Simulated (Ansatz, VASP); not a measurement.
## One calculation of MgO, two programs

```xyz
2
Lattice="0.0000 2.0803 2.0803 2.0803 0.0000 2.0803 2.0803 2.0803 0.0000" Properties=species:S:1:pos:R:3 pbc="T T T"
Mg    0.0000    0.0000    0.0000
O     2.0803    2.0803    2.0803
```

Alike in both runs: functional LDA; k mesh 14 × 14 × 14; occupations gaussian, width 0.02 eV; no spin polarisation.

Ansatz relaxed the structure, and its values are those at the end. VASP's run is a single point on that final structure, the one shown.

```csv
,VASP,Ansatz
version,VASP 6.6.1,Ansatz 0.2.0
potentials or method,"VASP PAW LDA potentials, release 64 (Mg_sv, O), cutoff 840 eV","scalar-relativistic, plane waves, PAW"
valence electrons in the cell,16,16
```

```tsv
	VASP	Ansatz	Ansatz less VASP
gap on the k mesh at the Fermi level (eV)	5.03	5.03	-0.006
least direct gap on the mesh (eV)	5.03	5.03	-0.006
pressure (GPa)	0.4	0.0	-0.44
```

Ansatz warns that its potentials were made for another functional, while VASP's fit it. LDA's correlation is that of Perdew and Zunger in VASP and of Perdew and Wang (1992) in Ansatz.
